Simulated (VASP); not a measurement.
# Pt (I4/mmm) in VASP: a series of runs

The runs below take Pt through single point, with PBE.

Program: VASP 6.6.1. These are calculated values, not measurements. Logs are shortened: lines on timing, memory, paths and dates and some standing lists are left out, and cuts for length are marked.

## Step 1: The cell of the first run

It takes space group I4/mmm (No. 139, tetragonal). The conventional cell has a = 2.537 Å, b = 2.537 Å, c = 4.664 Å, α = 90.00°, β = 90.00°, γ = 90.00°. Pt (site symmetry 4/mmm) has 12 Pt at 2.54 to 2.94 Å within 3.3 Å.

## Step 2: Single point, PBE

File INCAR:

```
SYSTEM = Pt
PREC = Accurate ; ENCUT = 520
EDIFF = 1E-6 ; ISMEAR = 0
SIGMA = 0.15 ; LREAL = .FALSE.
LASPH = .TRUE. ; NELM = 80
ALGO = Fast ; ISIF = 2
LWAVE = .FALSE. ; LCHARG = .FALSE.
GGA = PE ; NBANDS = 11
```

File KPOINTS:

```
regular mesh
0
G
  12 12 12
  0 0 0
```

File POSCAR:

```
Pt
1.0
    0.0000000000      1.7939460944      2.3321299227
    1.7939460944      0.0000000000      2.3321299227
    1.7939460944      1.7939460944      0.0000000000
Pt
1
Direct
    0.0000000000      0.0000000000      0.0000000000
```

Potentials or basis: VASP PAW PBE potentials, release 64 (Pt).

Started as:

```sh
> cat potpaw_PBE.64/Pt/POTCAR > POTCAR
> mpirun -np 1 vasp_std > vasp.out
```

OUTCAR:

```text
SYSTEM = Pt
   PREC = Accurate
   ENCUT = 520
   EDIFF = 1E-6
   ISMEAR = 0
   LREAL = .FALSE.
   LASPH = .TRUE.
   NELM = 80
   ISIF = 2
   GGA = PE

 ion  position               nearest neighbor table
   1  0.000  0.000  0.000-

  LATTYP: Found a body centered tetragonal cell.
 ALAT       =     2.5370228969
 C/A-ratio  =     1.8384776311

  Lattice vectors:

 A1 = (  -1.7939460944,   0.0000000000,   2.3321299227)
 A2 = (   1.7939460944,   0.0000000000,   2.3321299227)
 A3 = (   0.0000000000,   1.7939460944,  -2.3321299227)

Analysis of symmetry for initial positions (statically):
=====================================================================
 Subroutine PRICEL returns:
 Original cell was already a primitive cell.

 Routine SETGRP: Setting up the symmetry group for a
 body centered tetragonal supercell.

 Subroutine GETGRP returns: Found 16 space group operations
 (whereof 16 operations were pure point group operations)
 out of a pool of 16 trial point group operations.

The static configuration has the point symmetry D_4h.

Analysis of symmetry for dynamics (positions and initial velocities):
=====================================================================
 Subroutine PRICEL returns:
 Original cell was already a primitive cell.

 Routine SETGRP: Setting up the symmetry group for a
 body centered tetragonal supercell.

 Subroutine GETGRP returns: Found 16 space group operations
 (whereof 16 operations were pure point group operations)
 out of a pool of 16 trial point group operations.

The dynamic configuration has the point symmetry D_4h.

 Subroutine INISYM returns: Found 16 space group operations
 (whereof 16 operations are pure point group operations),
 and found     1 'primitive' translations

----------------------------------------------------------------------------------------

                                     Primitive cell

  volume of cell :      15.0107

  direct lattice vectors                    reciprocal lattice vectors
     0.000000000  1.793946094  2.332129923    -0.278715175  0.278715175  0.214396289
     1.793946094  0.000000000  2.332129923     0.278715175 -0.278715175  0.214396289
     1.793946094  1.793946094  0.000000000     0.278715175  0.278715175 -0.214396289

  length of vectors
     2.942290361  2.942290361  2.537022897     0.448698191  0.448698191  0.448698191

  position of ions in fractional coordinates (direct lattice)
     0.000000000  0.000000000  0.000000000

  ion indices of the primitive-cell ions
   primitive index   ion index
                 1           1

----------------------------------------------------------------------------------------

 KPOINTS: regular mesh

Automatic generation of k-mesh.
 Grid dimensions read from file:
 generate k-points for:   12   12   12

 Generating k-lattice:

  Cartesian coordinates                     Fractional coordinates (reciprocal lattice)
    -0.023226265  0.023226265  0.017866357     0.083333333  0.000000000  0.000000000
     0.023226265 -0.023226265  0.017866357     0.000000000  0.083333333  0.000000000
     0.023226265  0.023226265 -0.017866357     0.000000000  0.000000000  0.083333333

  Length of vectors
     0.037391516  0.037391516  0.037391516

  Shift w.r.t. Gamma in fractional coordinates (k-lattice)
     0.000000000  0.000000000  0.000000000

 Subroutine IBZKPT returns following result:
 ===========================================

 Found    163 irreducible k-points:

 Following reciprocal coordinates:
            Coordinates               Weight
  0.000000  0.000000  0.000000      1.000000
  0.083333 -0.000000  0.000000      8.000000
  0.166667  0.000000  0.000000      8.000000
  0.250000  0.000000  0.000000      8.000000
  0.333333  0.000000  0.000000      8.000000
  0.416667  0.000000  0.000000      8.000000
[... 16 lines left out ...]
  0.500000  0.166667  0.000000      8.000000
 -0.416667  0.166667  0.000000      8.000000
 [... further k-points ...]
   k-points           NKPTS =    163   k-points in BZ     NKDIM =    163   number of bands    NBANDS=     11
   number of dos      NEDOS =    301   number of ions     NIONS =      1
   total plane-waves  NPLWV =  11520
   dimension x,y,z NGX =    24 NGY =   24 NGZ =   20
   dimension x,y,z NGXF=    48 NGYF=   48 NGZF=   40
   ions per type =               1
   NGX,Y,Z   is equivalent  to a cutoff of  13.56, 13.56, 13.11 a.u.
   NGXF,Y,Z  is equivalent  to a cutoff of  27.12, 27.12, 26.21 a.u.
 SYSTEM =  Pt
   PREC   = accura    normal or accurate (medium, high low for compatibility)
   ISTART =      0    job   : 0-new  1-cont  2-samecut
   ICHARG =      2    charge: 1-file 2-atom 10-const
   ISPIN  =      1    spin polarized calculation?
   LNONCOLLINEAR =      F non collinear calculations
   LSORBIT =      F    spin-orbit coupling
   LASPH  =      T    aspherical Exc in radial PAW
   ENCUT  =  520.0 eV  38.22 Ry    6.18 a.u.   5.47  5.47  4.72*2*pi/ulx,y,z
   NELM   =     80;   NELMIN=  2; NELMDL= -5     # of ELM steps
   EDIFF  = 0.1E-05   stopping-criterion for ELM
   LREAL  =      F    real-space projection
   EDIFFG = 0.1E-04   stopping-criterion for IOM
   NSW    =      0    number of steps for IOM
   IBRION =     -1    ionic relax: 0-MD 1-quasi-New 2-CG
   NFREE  =      0    steps in history (QN), initial steepest desc. (CG)
   ISIF   =      2    stress and relaxation
   ISYM   =      2    0-nonsym 1-usesym 2-fastsym
   POTIM  = 0.5000    time-step for ionic-motion
   TEBEG  =    0.0;   TEEND  =   0.0 temperature during run
   PSTRESS=    0.0 pullay stress
   NELECT =      10.0000    total number of electrons
   NUPDOWN=      -1.0000    fix difference up-down
   EMIN   =  10.00;   EMAX   =-10.00  energy-range for DOS
   EFERMI =   0.00;   METHOD = LEGACY
   ISMEAR =     0;   SIGMA  =   0.15  broadening in eV -4-tet -1-fermi 0-gaus
   EFERMI_NEDOS =   21; number of points for ismear=-14 and -15
   IALGO  =     68    algorithm
   IMIX   =      4    mixing-type and parameters
     AMIX     =   0.40;   BMIX     =  1.00
     AMIX_MAG =   1.60;   BMIX_MAG =  1.00
  volume/ion in A,a.u.               =      15.01       101.30
  Fermi-wavevector in a.u.,A,eV,Ry     =   1.429797  2.701924 27.814648  2.044319
  Thomas-Fermi vector in A             =   2.549712
   LORBIT       =      0    0 simple, 1 ext, 2 COOP (PROOUT), +10 PAW based schemes
   GGA     = PE    functional components
   LHFCALC =     F    Hartree Fock is set to
   AEXX    =    0.0000 exact exchange contribution
   IVDW    =     0    specifies the selected vdW correction
   LEPSILON=     F    determine dielectric tensor
   LRPA    =     F    only Hartree local field effects (RPA)
 non-spin polarized calculation
 RMM-DIIS sequential band-by-band and
 Gauss-broadening in eV      SIGMA  =   0.15
  energy-cutoff  :      520.00
  volume of cell :       15.01
 maximum number of plane-waves:       421
 NGX is ok and might be reduce to    24
   NGX = 11   NGY = 11   NGZ =  9

 number of electron      10.0000000 magnetization

 number of electron       9.9999999 magnetization

 Free energy of the ion-electron system (eV)
  ---------------------------------------------------
  ext. energy  EPLUGINS =         0.00000000
  ---------------------------------------------------
  free energy    TOTEN  =        -5.74972455 eV

  energy without entropy =       -5.73026038  energy(sigma->0) =       -5.73999247

 E-fermi :  11.2159     XC(G=0): -13.4869

 val. band max:       11.2152812153   @ k =  -0.4167   0.0833   0.2500
 cond. band min:      11.2170797449   @ k =  -0.3333  -0.0000   0.0833
 fundamental gap:      0.0017985297
 Fermi energy:        11.2159475156

 k-point     1 :       0.0000    0.0000    0.0000
  band No.  band energies     occupation
      1       1.1131      2.00000
      2       5.4874      2.00000
      3       7.4881      2.00000
      4       9.0161      2.00000
      5       9.0161      2.00000
      6      11.3983      0.08560
      7      26.9981      0.00000
      8      27.0648      0.00000
      9      33.1120      0.00000
     10      33.1120      0.00000
     11      37.2904      0.00000

 k-point     2 :       0.0833   -0.0000    0.0000
  band No.  band energies     occupation
      1       1.4022      2.00000
      2       5.6275      2.00000
      3       7.5471      2.00000
      4       8.8173      2.00000
      5       9.1090      2.00000
      6      11.2213      0.95963
      7      27.1907      0.00000
      8      27.5635      0.00000
      9      31.5930      0.00000
     10      33.6098      0.00000
     11      36.4342      0.00000

 k-point     3 :       0.1667    0.0000    0.0000
  band No.  band energies     occupation
      1       2.1949      2.00000
      2       5.9941      2.00000
      3       7.5496      2.00000
      4       8.6283      2.00000
      5       9.3461      2.00000
      6      10.7929      1.99993
      7      27.3366      0.00000
      8      27.9465      0.00000
      9      30.1702      0.00000
     10      33.7167      0.00000
     11      34.8904      0.00000

 k-point     4 :       0.2500    0.0000    0.0000
  band No.  band energies     occupation
      1       3.2059      2.00000
      2       6.4222      2.00000
      3       7.3135      2.00000
      4       9.2282      2.00000
      5       9.5074      2.00000
      6      10.4522      2.00000
      7      25.2246      0.00000
      8      26.8398      0.00000
      9      31.4764      0.00000
     10      33.1758      0.00000
     11      35.8595      0.00000
[... 239 lines left out ...]
 k-point    22 :       0.4167    0.1667    0.0000
  band No.  band energies     occupation
      1       4.2588      2.00000
      2       6.3024      2.00000
      3       6.8723      2.00000
      4       9.8315      2.00000
      5      11.1528      1.44836
      6      11.4103      0.06696
      7      21.2891      0.00000
      8      24.0711      0.00000
      9      31.4932      0.00000
     10      31.6835      0.00000
     11      37.8109      0.00000

 k-point    23 :       0.5000    0.1667    0.0000
  band No.  band energies     occupation
      1       4.5423      2.00000
      2       6.0311      2.00000
      3       8.3159      2.00000
      4       9.4291      2.00000
      5      11.1947      1.15910
      6      12.8434      0.00000
      7      18.8378      0.00000
      8      22.8255      0.00000
      9      30.8991      0.00000
     10      32.2804      0.00000
     11      38.0833      0.00000

 k-point    24 :      -0.4167    0.1667    0.0000
  band No.  band energies     occupation
      1       4.6853      2.00000
      2       5.9639      2.00000
      3       8.8251      2.00000
      4       9.1241      2.00000
      5      11.0631      1.85037
      6      14.4939      0.00000
      7      17.4975      0.00000
      8      22.2332      0.00000
      9      30.1431      0.00000
     10      33.3991      0.00000
     11      36.2198      0.00000

 [... further k-points ...]

------------------------ aborting loop because EDIFF is reached ----------------------------------------

  FORCE on cell =-STRESS in cart. coord.  units (eV):
  Direction    XX          YY          ZZ          XY          YZ          ZX
  --------------------------------------------------------------------------------------
  -------------------------------------------------------------------------------------
  Total        3.7061501      3.7061501     -0.8617816      0.0000000      0.0000000      0.0000000
  in kB      395.5779499    395.5779499    -91.9827230      0.0000000      0.0000000      0.0000000
  external PRESSURE =     233.0577256 kB  Pullay stress =       0.0000000 kB

 VOLUME and BASIS-vectors are now :
 -----------------------------------------------------------------------------
  energy-cutoff  :      520.00
  volume of cell :       15.01
      direct lattice vectors                 reciprocal lattice vectors
     0.000000000  1.793946094  2.332129923    -0.278715175  0.278715175  0.214396289
     1.793946094  0.000000000  2.332129923     0.278715175 -0.278715175  0.214396289
     1.793946094  1.793946094  0.000000000     0.278715175  0.278715175 -0.214396289

 POSITION                                       TOTAL-FORCE (eV/Angst)
 -----------------------------------------------------------------------------------
      0.00000      0.00000      0.00000         0.000000      0.000000      0.000000
 -----------------------------------------------------------------------------------
    total drift:                                0.000000      0.000000     -0.000000

  FREE ENERGIE OF THE ION-ELECTRON SYSTEM (eV)
  ---------------------------------------------------
  free  energy   TOTEN  =        -5.7497245544 eV

  energy  without entropy=       -5.7302603768  energy(sigma->0) =       -5.73999247
```

It took 35 s on 1 thread of Intel Xeon 8259CL, shared host; peak memory 0.15 GiB.

What came out:

```yaml
Free_energy: -5.7497 eV
Pressure: 23.3 GPa
Band_gap_on_the_k_mesh: zero (band 5 reaches 13.53 eV, above the bottom of band 6 at 9.34 eV)
```

Stress tensor (GPa, compression positive):
```
39.56  0.00  0.00
 0.00 39.56  0.00
 0.00  0.00 -9.20
```

Levels at points of the mesh, in eV from the Fermi level:
```csv
k point,band 2,band 3,band 4,band 5,band 6,band 7,band 8,band 9
"(0.00, 0.00, 0.00)",-5.73,-3.73,-2.20,-2.20,0.18,15.78,15.85,21.90
"(0.50, 0.00, 0.00)",-5.11,-2.40,-0.18,-0.12,0.34,6.74,12.53,19.30
"(0.50, 0.50, 0.00)",-6.85,-0.77,0.43,0.43,0.65,4.98,15.03,15.03
"(0.50, 0.00, 0.50)",-6.08,-1.13,-0.47,2.31,3.91,10.01,11.32,11.94
```

Caveat: spin-orbit coupling is left out, which moves the levels of the heavy elements.

(Continued in part 2 of 2.)
